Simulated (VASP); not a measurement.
# Rh12Cl in VASP: single point with PBE+D3(BJ)

Aim: the single point of Rh12Cl with PBE+D3(BJ).

Program: VASP 6.6.1. These are calculated values, not measurements. Logs are shortened: lines on timing, memory, paths and dates and some standing lists are left out, and cuts for length are marked.

### Step 1. The cell of the first run

The cell holds a slab with vacuum, 13 atoms: a = 5.365 Å, b = 5.365 Å, c = 21.694 Å, α = 90.00°, β = 90.00°, γ = 120.00°.

### Step 2. Single point, PBE+D3(BJ)

INCAR reads:

```
SYSTEM = Rh12Cl
PREC     = Accurate       ! precision mode
ENCUT    = 520            ! plane-wave cutoff, eV
EDIFF    = 1E-7           ! SCF threshold, eV
ISMEAR   = 0              ! smearing method
SIGMA    = 0.1            ! smearing width, eV
LREAL    = .FALSE.        ! projectors in reciprocal space
LASPH    = .TRUE.         ! aspherical terms in the spheres
NELM     = 60             ! most SCF steps
ALGO     = Normal         ! electronic algorithm
ISIF     = 2              ! what is computed and relaxed
LWAVE    = .FALSE.        ! write WAVECAR
LCHARG   = .TRUE.         ! write CHGCAR
LDIPOL   = .TRUE.       
IDIPOL   = 3            
DIPOL    = 0.5 0.5 0.303
GGA      = PE             ! functional
IVDW     = 12             ! dispersion correction
LELF     = .TRUE.         ! ELF
LVHAR    = .TRUE.       
LVACPOTAV= .TRUE.       
NBANDS   = 106            ! bands
```

KPOINTS reads:

```
regular mesh
0
G
  6 6 1
  0 0 0
```

POSCAR reads:

```
Rh12Cl
1.0
    5.3650160462      0.0000000000      0.0000000000
   -2.6825080231      4.6462401878      0.0000000000
    0.0000000000      0.0000000000     21.6939918225
Rh Cl
12 1
Direct
    0.3333333333      0.1666666667      0.1843828482
    0.3333333333      0.6666666667      0.1843828482
    0.8333333333      0.1666666667      0.1843828482
    0.8333333333      0.6666666667      0.1843828482
    0.1666666667      0.3333333333      0.2833554855
    0.1666666667      0.8333333333      0.2833554855
    0.6666666667      0.3333333333      0.2833554855
    0.6666666667      0.8333333333      0.2833554855
    0.0000000000      0.0000000000      0.3823174587
    0.0000000000      0.5000000000      0.3823174587
    0.5000000000      0.0000000000      0.3823174587
    0.5000000000      0.5000000000      0.3823174587
    0.1666666667      0.0833333333      0.5390428796
```

Potentials or basis: VASP PAW PBE potentials, release 64 (Rh_pv, Cl).

On the command line:

```console
$ cat potpaw_PBE.64/Rh_pv/POTCAR potpaw_PBE.64/Cl/POTCAR > POTCAR
$ mpirun -np 1 vasp_std > vasp.out
```

OUTCAR:

```text
SYSTEM = Rh12Cl
   PREC = Accurate
   ENCUT = 520
   EDIFF = 1E-7
   ISMEAR = 0
   LREAL = .FALSE.
   LASPH = .TRUE.
   NELM = 60
   ISIF = 2
   GGA = PE
   IVDW = 12
 IVDW          = 12

 ion  position               nearest neighbor table
   1  0.333  0.167  0.184-   5 2.65   7 2.65   6 2.65   3 2.68   3 2.68   2 2.68   2 2.68   4 2.68
                             4 2.68
   2  0.333  0.667  0.184-   6 2.65   8 2.65   5 2.65   4 2.68   4 2.68   3 2.68   1 2.68   1 2.68
                             3 2.68
   3  0.833  0.167  0.184-   7 2.65   5 2.65   8 2.65   1 2.68   1 2.68   2 2.68   4 2.68   4 2.68
                             2 2.68
   4  0.833  0.667  0.184-   8 2.65   6 2.65   7 2.65   2 2.68   2 2.68   1 2.68   3 2.68   3 2.68
                             1 2.68
   5  0.167  0.333  0.283-  12 2.65   9 2.65  10 2.65   1 2.65   3 2.65   2 2.65   7 2.68   7 2.68
                             6 2.68   6 2.68   8 2.68   8 2.68
   6  0.167  0.833  0.283-  11 2.65  10 2.65   9 2.65   2 2.65   4 2.65   1 2.65   8 2.68   8 2.68
                             7 2.68   5 2.68   5 2.68   7 2.68
   7  0.667  0.333  0.283-  10 2.65  11 2.65  12 2.65   3 2.65   1 2.65   4 2.65   5 2.68   5 2.68
                             6 2.68   8 2.68   8 2.68   6 2.68
   8  0.667  0.833  0.283-   9 2.65  12 2.65  11 2.65   4 2.65   2 2.65   3 2.65   6 2.68   6 2.68
                             5 2.68   7 2.68   7 2.68   5 2.68
   9  0.000  0.000  0.382-   8 2.65   5 2.65   6 2.65  11 2.68  11 2.68  12 2.68  10 2.68  10 2.68
                            12 2.68
  10  0.000  0.500  0.382-   7 2.65   6 2.65   5 2.65  12 2.68  12 2.68   9 2.68   9 2.68  11 2.68
                            11 2.68
  11  0.500  0.000  0.382-   6 2.65   7 2.65   8 2.65   9 2.68   9 2.68  12 2.68  12 2.68  10 2.68
                            10 2.68
  12  0.500  0.500  0.382-   5 2.65   8 2.65   7 2.65  10 2.68  10 2.68  11 2.68  11 2.68   9 2.68
                             9 2.68
  13  0.167  0.083  0.539-

  LATTYP: Found a hexagonal cell.
 ALAT       =     5.3650160462
 C/A-ratio  =     4.0436024116

  Lattice vectors:

 A1 = (   5.3650160462,   0.0000000000,   0.0000000000)
 A2 = (  -2.6825080231,   4.6462401878,   0.0000000000)
 A3 = (   0.0000000000,   0.0000000000,  21.6939918225)

Analysis of symmetry for initial positions (statically):
=====================================================================
 Subroutine PRICEL returns:
 Original cell was already a primitive cell.

 Routine SETGRP: Setting up the symmetry group for a
 hexagonal supercell.

 Subroutine GETGRP returns: Found  2 space group operations
 (whereof  2 operations were pure point group operations)
 out of a pool of 24 trial point group operations.

The static configuration has the point symmetry C_1h.

Analysis of symmetry for dynamics (positions and initial velocities):
=====================================================================
 Subroutine PRICEL returns:
 Original cell was already a primitive cell.

 Routine SETGRP: Setting up the symmetry group for a
 hexagonal supercell.

 Subroutine GETGRP returns: Found  2 space group operations
 (whereof  2 operations were pure point group operations)
 out of a pool of 24 trial point group operations.

The dynamic configuration has the point symmetry C_1h.

 Subroutine INISYM returns: Found  2 space group operations
 (whereof  2 operations are pure point group operations),
 and found     1 'primitive' translations

----------------------------------------------------------------------------------------

                                     Primitive cell

  volume of cell :     540.7695

  direct lattice vectors                    reciprocal lattice vectors
     5.365016046  0.000000000  0.000000000     0.186392732  0.107613894  0.000000000
    -2.682508023  4.646240188  0.000000000     0.000000000  0.215227788  0.000000000
     0.000000000  0.000000000 21.693991822     0.000000000  0.000000000  0.046095712

  length of vectors
     5.365016046  5.365016046 21.693991822     0.215227788  0.215227788  0.046095712

  position of ions in fractional coordinates (direct lattice)
     0.333333333  0.166666667  0.184382848
     0.333333333  0.666666667  0.184382848
     0.833333333  0.166666667  0.184382848
     0.833333333  0.666666667  0.184382848
     0.166666667  0.333333333  0.283355486
     0.166666667  0.833333333  0.283355486
     0.666666667  0.333333333  0.283355486
     0.666666667  0.833333333  0.283355486
     0.000000000  0.000000000  0.382317459
     0.000000000  0.500000000  0.382317459
     0.500000000  0.000000000  0.382317459
     0.500000000  0.500000000  0.382317459
     0.166666667  0.083333333  0.539042880

  ion indices of the primitive-cell ions
   primitive index   ion index
                 1           1
                 2           2
                 3           3
                 4           4
                 5           5
                 6           6
                 7           7
                 8           8
                 9           9
                10          10
                11          11
                12          12
                13          13

----------------------------------------------------------------------------------------

 KPOINTS: regular mesh

Automatic generation of k-mesh.
 Grid dimensions read from file:
 generate k-points for:    6    6    1

 Generating k-lattice:

  Cartesian coordinates                     Fractional coordinates (reciprocal lattice)
     0.031065455  0.017935649  0.000000000     0.166666667  0.000000000  0.000000000
     0.000000000  0.035871298  0.000000000     0.000000000  0.166666667  0.000000000
     0.000000000  0.000000000  0.046095712     0.000000000  0.000000000  1.000000000

  Length of vectors
     0.035871298  0.035871298  0.046095712

  Shift w.r.t. Gamma in fractional coordinates (k-lattice)
     0.000000000  0.000000000  0.000000000

 Subroutine IBZKPT returns following result:
 ===========================================

 Found     13 irreducible k-points:

 Following reciprocal coordinates:
            Coordinates               Weight
  0.000000  0.000000  0.000000      1.000000
  0.166667  0.000000  0.000000      2.000000
  0.000000  0.166667  0.000000      4.000000
  0.333333  0.000000  0.000000      2.000000
  0.000000  0.333333  0.000000      4.000000
  0.500000  0.000000  0.000000      1.000000
  0.000000  0.500000  0.000000      2.000000
  0.166667  0.166667  0.000000      4.000000
 -0.166667  0.333333  0.000000      2.000000
  0.333333  0.166667  0.000000      4.000000
 -0.166667  0.500000  0.000000      4.000000
  0.500000  0.333333  0.000000      4.000000
  0.333333  0.333333  0.000000      2.000000
   k-points           NKPTS =     13   k-points in BZ     NKDIM =     13   number of bands    NBANDS=    106
   number of dos      NEDOS =    301   number of ions     NIONS =     13
   total plane-waves  NPLWV = 259200
   dimension x,y,z NGX =    40 NGY =   40 NGZ =  162
   dimension x,y,z NGXF=    80 NGYF=   80 NGZF=  324
   ions per type =              12   1
   NGX,Y,Z   is equivalent  to a cutoff of  12.39, 12.39, 12.41 a.u.
   NGXF,Y,Z  is equivalent  to a cutoff of  24.79, 24.79, 24.83 a.u.
 SYSTEM =  Rh12Cl
   PREC   = accura    normal or accurate (medium, high low for compatibility)
   ISTART =      0    job   : 0-new  1-cont  2-samecut
   ICHARG =      2    charge: 1-file 2-atom 10-const
   ISPIN  =      1    spin polarized calculation?
   LNONCOLLINEAR =      F non collinear calculations
   LSORBIT =      F    spin-orbit coupling
   LASPH  =      T    aspherical Exc in radial PAW
   ENCUT  =  520.0 eV  38.22 Ry    6.18 a.u.   9.98  9.98 40.34*2*pi/ulx,y,z
   NELM   =     60;   NELMIN=  2; NELMDL= -5     # of ELM steps
   EDIFF  = 0.1E-06   stopping-criterion for ELM
   LREAL  =      F    real-space projection
   EDIFFG = 0.1E-05   stopping-criterion for IOM
   NSW    =      0    number of steps for IOM
   IBRION =     -1    ionic relax: 0-MD 1-quasi-New 2-CG
   NFREE  =      0    steps in history (QN), initial steepest desc. (CG)
   ISIF   =      2    stress and relaxation
   ISYM   =      2    0-nonsym 1-usesym 2-fastsym
   POTIM  = 0.5000    time-step for ionic-motion
   TEBEG  =    0.0;   TEEND  =   0.0 temperature during run
   PSTRESS=    0.0 pullay stress
   NELECT =     187.0000    total number of electrons
   NUPDOWN=      -1.0000    fix difference up-down
   EMIN   =  10.00;   EMAX   =-10.00  energy-range for DOS
   EFERMI =   0.00;   METHOD = LEGACY
   ISMEAR =     0;   SIGMA  =   0.10  broadening in eV -4-tet -1-fermi 0-gaus
   EFERMI_NEDOS =   21; number of points for ismear=-14 and -15
   IALGO  =     38    algorithm
   IMIX   =      4    mixing-type and parameters
     AMIX     =   0.40;   BMIX     =  1.00
     AMIX_MAG =   1.60;   BMIX_MAG =  1.00
  volume/ion in A,a.u.               =      41.60       280.71
  Fermi-wavevector in a.u.,A,eV,Ry     =   1.149083  2.171452 17.965013  1.320391
  Thomas-Fermi vector in A             =   2.285754
   LORBIT       =      0    0 simple, 1 ext, 2 COOP (PROOUT), +10 PAW based schemes
   GGA     = PE    functional components
   LHFCALC =     F    Hartree Fock is set to
   AEXX    =    0.0000 exact exchange contribution
   IVDW    =    12    specifies the selected vdW correction
   LEPSILON=     F    determine dielectric tensor
   LRPA    =     F    only Hartree local field effects (RPA)
 non-spin polarized calculation
 Gauss-broadening in eV      SIGMA  =   0.10
  energy-cutoff  :      520.00
  volume of cell :      540.77
 maximum number of plane-waves:     14604
   NGX = 19   NGY = 19   NGZ = 81

 dipolmoment           0.000000      0.000000     -0.074397 electrons x Angstroem

 number of electron     187.0000010 magnetization

 dipolmoment           0.000000      0.000000      0.429667 electrons x Angstroem

 Free energy of the ion-electron system (eV)
  ---------------------------------------------------
  ext. energy  EPLUGINS =         0.00000000
  ---------------------------------------------------
  free energy    TOTEN  =       -82.19091363 eV

  energy without entropy =      -82.08662374  energy(sigma->0) =      -82.13876868

 E-fermi :  -0.4867     XC(G=0):  -5.6676

 val. band max:       -0.4960140273   @ k =   0.3333   0.3333   0.0000
 cond. band min:      -0.4840176013   @ k =   0.1667   0.1667   0.0000
 fundamental gap:      0.0119964261
 Fermi energy:        -0.4867155774

 k-point     1 :       0.0000    0.0000    0.0000
  band No.  band energies     occupation
      1     -47.7023      2.00000
      2     -47.6974      2.00000
      3     -47.6867      2.00000
      4     -47.5826      2.00000
      5     -47.4949      2.00000
      6     -47.4820      2.00000
[... 97 lines left out ...]
    104       1.1427      0.00000
    105       1.5831      0.00000

 k-point     2 :       0.1667    0.0000    0.0000
  band No.  band energies     occupation
      1     -47.6760      2.00000
      2     -47.6753      2.00000
      3     -47.6545      2.00000
      4     -47.5733      2.00000
      5     -47.4921      2.00000
      6     -47.4762      2.00000
[... 1285 lines left out ...]
    104       0.3172      0.00000
    105       0.3211      0.00000
 [bands above 105 left out]

------------------------ aborting loop because EDIFF is reached ----------------------------------------

 Edisp (eV)   -5.39537

 E8    (eV) :    -2.5161

  FORCE on cell =-STRESS in cart. coord.  units (eV):
  Direction    XX          YY          ZZ          XY          YZ          ZX
  --------------------------------------------------------------------------------------
  -------------------------------------------------------------------------------------
  Total      -5.84771    -5.81805    -5.87679    -0.02569    -0.03477    -0.06022
  in kB     -17.32543   -17.23755   -17.41159    -0.07611    -0.10301    -0.17841
  external pressure =      -17.32 kB  Pullay stress =        0.00 kB

 VOLUME and BASIS-vectors are now :
 -----------------------------------------------------------------------------
  energy-cutoff  :      520.00
  volume of cell :      540.77
      direct lattice vectors                 reciprocal lattice vectors
     5.365016046  0.000000000  0.000000000     0.186392732  0.107613894  0.000000000
    -2.682508023  4.646240188  0.000000000     0.000000000  0.215227788  0.000000000
     0.000000000  0.000000000 21.693991822     0.000000000  0.000000000  0.046095712

 POSITION                                       TOTAL-FORCE (eV/Angst)
 -----------------------------------------------------------------------------------
      1.34125      0.77437      4.00000        -0.008393     -0.004846     -0.006254
     -0.00000      3.09749      4.00000         0.004237      0.002446     -0.029268
      4.02376      0.77437      4.00000         0.007905     -0.019072      0.001418
      2.68251      3.09749      4.00000        -0.012564      0.016382      0.001418
      0.00000      1.54875      6.14711        -0.010525     -0.017345      0.054358
     -1.34125      3.87187      6.14711        -0.020284     -0.000443      0.054358
      2.68251      1.54875      6.14711         0.012792      0.007386      0.005480
      1.34125      3.87187      6.14711         0.028350      0.016368      0.235975
      0.00000      0.00000      8.29399         0.084413      0.048736      0.766586
     -1.34125      2.32312      8.29399         0.015684      0.009055      0.067186
      2.68251      0.00000      8.29399        -0.044775     -0.014084      0.183671
      1.34125      2.32312      8.29399        -0.034585     -0.031735      0.183671
      0.67063      0.38719     11.69399        -0.022256     -0.012849     -1.518598
 -----------------------------------------------------------------------------------
    total drift:                               -0.000010     -0.000006     -0.001523

  FREE ENERGIE OF THE ION-ELECTRON SYSTEM (eV)
  ---------------------------------------------------
  free  energy   TOTEN  =       -87.5862794546 eV

  energy  without entropy=      -87.4819895593  energy(sigma->0) =      -87.53413451

 vacuum level on the upper side and lower side of the slab         7.649         4.530
```

Run time: 49 min. Hardware: 1 thread of Intel Xeon Platinum 8559C (Emerald Rapids), shared host; peak memory 0.89 GiB.

What came out:

```
Free energy                : -87.5863 eV
Largest force              : 1.519 eV/Å
Band gap on the k mesh     : zero (an odd number of electrons rules out a gap without spin polarisation)
Dispersion energy per atom : -0.415 eV
```

Forces on the atoms (eV/Å):
```
Rh  -0.008 -0.005 -0.006
Rh   0.004  0.002 -0.029
Rh   0.008 -0.019  0.001
Rh  -0.013  0.016  0.001
Rh  -0.011 -0.017  0.054
Rh  -0.020  0.000  0.054
Rh   0.013  0.007  0.005
Rh   0.028  0.016  0.236
Rh   0.084  0.049  0.767
Rh   0.016  0.009  0.067
Rh  -0.045 -0.014  0.184
Rh  -0.035 -0.032  0.184
Cl  -0.022 -0.013 -1.519
```
